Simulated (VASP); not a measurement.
Write the native input for VASP 6.6.1 that does the following.

```yaml
Task: single point
Functional: PBEsol
Potentials_or_basis: VASP PAW PBE potentials, release 64 (Te, Mo_sv)
Cutoff: 520 eV
k_mesh: 6 × 6 × 1
Occupations: fermi-dirac, width 0.05 eV
Spin: no spin polarisation
Dipole_correction: no
Further_INCAR_settings: ALGO = Normal; EDIFF = 1e-06; NBANDS = 35
```

The structure of Te2Mo lies in POSCAR:

```
Te2Mo
1.0
    3.5603920000      0.0000000000      0.0000000000
   -1.7801960000      3.0833900000      0.0000000000
    0.0000000000      0.0000000000     24.8112620000
Te Mo
4 2
Direct
    0.3333333333      0.6666666667      0.0793710000
    0.6666666667      0.3333333333      0.7763610000
    0.6666666667      0.3333333333      0.9206290000
    0.3333333333      0.6666666667      0.2236390000
    0.3333333333      0.6666666667      0.8484590000
    0.6666666667      0.3333333333      0.1515410000
```

These files were run (other wordings do the same):

INCAR

```
PREC     = Accurate       # precision mode
ENCUT    = 520            # plane-wave cutoff, eV
EDIFF    = 1E-6           # SCF threshold, eV
ISMEAR   = -1             # smearing method
SIGMA    = 0.05           # smearing width, eV
LREAL    = F              # projectors in reciprocal space
LASPH    = T              # aspherical terms in the spheres
NELM     = 100            # most SCF steps
ALGO     = Normal         # electronic algorithm
ISIF     = 2              # what is computed and relaxed
LWAVE    = F              # write WAVECAR
LCHARG   = F              # write CHGCAR
GGA      = PS             # functional
NBANDS   = 35             # bands
```

KPOINTS

```
regular mesh
0
Gamma
  6 6 1
```

Potentials or basis: VASP PAW PBE potentials, release 64 (Te, Mo_sv).

The run is started by

```console
$ cat potpaw_PBE.64/Te/POTCAR potpaw_PBE.64/Mo_sv/POTCAR > POTCAR
$ mpirun -np 1 vasp_std > vasp.out
```

It gave:

- Largest force: 0.131 eV/Å
- Band gap on the k mesh: 1.02 eV, direct

Caveat: the PAW data sets were made with another functional, which shifts forces and pressure a little; spin-orbit coupling is left out, which moves the levels of the heavy elements.

Wall time 2.1 min on 1 thread of Intel(R) Xeon(R) Platinum 8259CL CPU @ 2.50GHz (Skylake/Cascade Lake) (shared host), peak memory 0.39 GiB.
